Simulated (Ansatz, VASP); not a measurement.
# Two plane-wave programs on TiPdC6N6

```
Ti Pd C N
1.0
     0.00000    5.31195    5.31195
     5.31195    0.00000    5.31195
     5.31195    5.31195    0.00000
Ti Pd C N
1 1 6 6
Cartesian
  5.3120 5.3120 5.3120
  0.0000 0.0000 0.0000
  2.0256 5.3120 5.3120
  5.3120 2.0256 5.3120
  5.3120 5.3120 2.0256
  8.5983 5.3120 5.3120
  5.3120 8.5983 5.3120
  5.3120 5.3120 8.5983
  3.1904 5.3120 5.3120
  5.3120 3.1904 5.3120
  5.3120 5.3120 3.1904
  7.4335 5.3120 5.3120
  5.3120 7.4335 5.3120
  5.3120 5.3120 7.4335
```

Alike in both runs: functional PBE; k mesh 4 × 4 × 4; occupations gaussian, width 0.1 eV; collinear spin.

Ansatz relaxed the structure, and its values are those at the end. VASP's run is a single point on that final structure, the one shown.

|  | VASP | Ansatz |
| --- | --- | --- |
| version | VASP 6.6.1 | Ansatz 0.2.0 |
| potentials or method | VASP PAW PBE potentials, release 64 (Ti_sv, Pd, C, N), cutoff 520 eV | scalar-relativistic, plane waves, PAW |
| valence electrons in the cell | 76 | 84 |

|  | VASP | Ansatz | Ansatz less VASP |
| --- | --- | --- | --- |
| gap on the k mesh at the Fermi level (eV) | none | none | - |
| pressure (GPa) | 0.5 | 0.1 | -0.39 |
| rms of the force components (eV/Å) | 0.220 | 0.001 | -0.2195 |
| net moment per atom (μB) | 0.14 | 0.14 | 0.000 |
| size of the moment on the site where the two differ most (μB) | 1.14 | 0.93 | -0.218 |

Site moments also hang on the region over which each program counts them. A gap of «none» marks a metal or a gap that the smearing closes. One of these differences is far larger than is usual between the two programs; its cause wasn't traced. VASP's potentials hold 76 valence electrons a cell and Ansatz's 84, so a difference there can come from the potentials and not from the codes.

Noted on VASP's run: the standard files for N, O and F lose accuracy on very short bonds.
